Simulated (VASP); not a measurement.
Crystal: Sb.

```xyz
2
Lattice="2.1251 1.2269 3.7072 -2.1251 1.2269 3.7072 0.0000 -2.4538 3.7072" Properties=species:S:1:pos:R:3 pbc="T T T"
Sb    0.0000    0.0000    8.5248
Sb    0.0000    0.0000    2.5968
```

Base run:

| Quantity | Value |
| --- | --- |
| Program | VASP 6.6.1 |
| Functional | LDA |
| Potentials or basis | VASP PAW LDA potentials, release 64 (Sb) |
| Cutoff | 520 eV |
| k mesh | 8 × 8 × 8 |
| Occupations | fermi-dirac, width 0.05 eV |
| Spin | no spin polarisation |

Its results: band gap on the k mesh zero (band 5 reaches 7.75 eV, above the bottom of band 6 at 7.44 eV); pressure 1.6 GPa; largest force 0.305 eV/Å.

Q: After a change of settings the same cell gave: band gap on the k mesh zero (band 15 reaches 5.68 eV, above the bottom of band 16 at 5.38 eV); pressure 1.2 GPa; largest force 0.238 eV/Å. Which change was it?
A. functional from LDA to PBE exchange alone; potentials or basis from VASP PAW LDA potentials, release 64 (Sb) to VASP PAW PBE potentials, release 64 (Sb)
B. potentials or basis from VASP PAW LDA potentials, release 64 (Sb) to VASP PAW LDA potentials, release 64 (Sb_d_GW); cutoff from 520 eV to 500 eV; further incar settings from ALGO = Normal; EDIFF = 1e-06; NBANDS = 12 to ALGO = Normal; EDIFF = 1e-06; NBANDS = 22; valence electrons from 10 to 30
C. functional from LDA to r2SCAN; potentials or basis from VASP PAW LDA potentials, release 64 (Sb) to VASP PAW PBE potentials, release 64 (Sb)

A: B.

Caveats: spin-orbit coupling is left out, which moves the levels of the heavy elements.
